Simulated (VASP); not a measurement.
Wanted: the native input for a VASP 6.6.1 run.

```
Task                   : single point
Functional             : PBEsol
Potentials or basis    : VASP PAW PBE potentials, release 64 (Sn_d)
Cutoff                 : 520 eV
k mesh                 : 7 × 7 × 7
Occupations            : gaussian, width 0.1 eV
Spin                   : no spin polarisation
Dipole correction      : no
Further INCAR settings : ALGO = Normal; EDIFF = 1e-06; NBANDS = 21
```

The structure of Sn lies in POSCAR:

```
Sn
1.0
    0.0000000000      3.2061705674      3.2061705674
    3.2061705674      0.0000000000      3.2061705674
    3.2061705674      3.2061705674      0.0000000000
Sn
2
Direct
    0.0000000000      0.0000000000      0.0000000000
    0.2500000000      0.2500000000      0.2500000000
```

These files were run (other wordings do the same):

INCAR

```
SYSTEM = Sn
PREC = Accurate ; ENCUT = 520
EDIFF = 1E-6 ; ISMEAR = 0
SIGMA = 0.1 ; LREAL = .FALSE.
LASPH = .TRUE. ; NELM = 80
ALGO = Normal ; ISIF = 2
LWAVE = .FALSE. ; LCHARG = .TRUE.
GGA = PS ; LELF = .TRUE.
LVHAR = .TRUE. ; NBANDS = 21
```

KPOINTS

```
regular mesh
0
G
  7 7 7
  0 0 0
```

Potentials or basis: VASP PAW PBE potentials, release 64 (Sn_d).

Command:

```bash
$ cat potpaw_PBE.64/Sn_d/POTCAR > POTCAR
$ mpirun -np 1 vasp_std > vasp.out
```

Results of the run:

```
Pressure               : 2.8 GPa
Band gap on the k mesh : zero (band 14 reaches 5.97 eV, above the bottom of band 15 at 5.92 eV)
```

Caveat: the PAW data sets were made with another functional, which shifts forces and pressure a little; spin-orbit coupling is left out, which moves the levels of the heavy elements.

It took 22 s on 1 thread of Intel Xeon 6975P-C, on a shared host, peak memory 0.2 GiB.
